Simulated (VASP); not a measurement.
MgO (rocksalt type), 2 atoms in the cell. Symmetry: Fm-3m, No. 225, cubic system. The conventional cell has a = 3.666 Å, b = 3.666 Å, c = 3.666 Å, α = 90.00°, β = 90.00°, γ = 90.00°. Within 2.4 Å of Mg (site symmetry m-3m) lie 6 O at 1.83 Å. O (site symmetry m-3m) has 6 Mg at 1.83 Å within 2.4 Å.  This cell differs from its parent crystal: volume scaled by 0.64.

```yaml
Program: VASP 6.6.1
Task: single point
Functional: PBE
Potentials_or_basis: VASP PAW PBE potentials, release 64 (Mg, O)
Cutoff: 520 eV
k_mesh: 15 × 15 × 15
Occupations: fermi-dirac, width 0.05 eV
Spin: no spin polarisation
Dipole_correction: no
Further_INCAR_settings: ALGO = Normal; EDIFF = 1e-06; NBANDS = 11
```

Potentials or basis: VASP PAW PBE potentials, release 64 (Mg, O).

Run with:

```console
$ cat potpaw_PBE.64/Mg/POTCAR potpaw_PBE.64/O/POTCAR > POTCAR
$ mpirun -np 1 vasp_std > vasp.out
```

Hardware: 1 thread of AMD EPYC 9R45 96-Core Processor (Zen 5), with other jobs on the host.

**Question.** Estimate the wall time of this run.

**Answer.** It took 9.2 s on 1 thread of AMD EPYC 9R45 96-Core Processor (Zen 5), on a shared host, peak memory 0.11 GiB. Counts: scf iterations 12, k points 120.
